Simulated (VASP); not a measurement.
A run of VASP 6.6.1 is set up as follows.

The input INCAR:

```
ALGO = Normal ; EDIFF = 1E-6
ENCUT = 520 ; GGA = PE
ISIF = 2 ; ISMEAR = -1
LASPH = T ; LCHARG = F
LREAL = F ; LWAVE = F
NBANDS = 13 ; NELM = 100
PREC = Accurate ; SIGMA = 0.08
```

KPOINTS

```
k-points
0
Gamma
  17 17 17
```

Contents of POSCAR:

```
Mo
1.0
   -1.4361199958      1.4361199958      1.4361199958
    1.4361199958     -1.4361199958      1.4361199958
    1.4361199958      1.4361199958     -1.4361199958
Mo
1
Direct
    0.0000000000      0.0000000000      0.0000000000
```

Potentials or basis: VASP PAW PBE potentials, release 64 (Mo_sv).

Launch:

```console
$ cat potpaw_PBE.64/Mo_sv/POTCAR > POTCAR
$ mpirun -np 1 vasp_std > vasp.out
```

Problem. Estimate the pressure.

Solution. 135.5 GPa.

Problem. What does it give for the band gap on the k mesh?

Solution. Zero (bands 7 and 8 overlap by 7.49 eV).

Caveat: the cell stands under pressure.
